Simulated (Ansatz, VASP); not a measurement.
## Ge in VASP and in Ansatz

```
Ge
1.0
     1.45094   -2.70063    0.00000
     1.45094    2.70063    0.00000
     0.00000    0.00000    2.80211
Ge
1
Cartesian
  1.4509 0.0000 0.0000
```

Alike in both runs: task single point; functional LDA; k mesh 12 × 12 × 11; occupations fermi-dirac, width 0.15 eV; no spin polarisation.

|  | VASP | Ansatz |
| --- | --- | --- |
| version | VASP 6.6.1 | Ansatz 0.2.0 |
| potentials or method | VASP PAW LDA potentials, release 64 (Ge_d), cutoff 520 eV | plane waves, PAW |
| valence electrons in the cell | 14 | 14 |

|  | VASP | Ansatz | Ansatz less VASP |
| --- | --- | --- | --- |
| pressure (GPa) | -10.3 | -10.2 | +0.10 |
| traceless stress, the component that is largest in VASP (GPa) | -1.12 | -1.13 | -0.009 |

LDA's correlation is that of Perdew and Zunger in VASP and of Perdew and Wang (1992) in Ansatz.
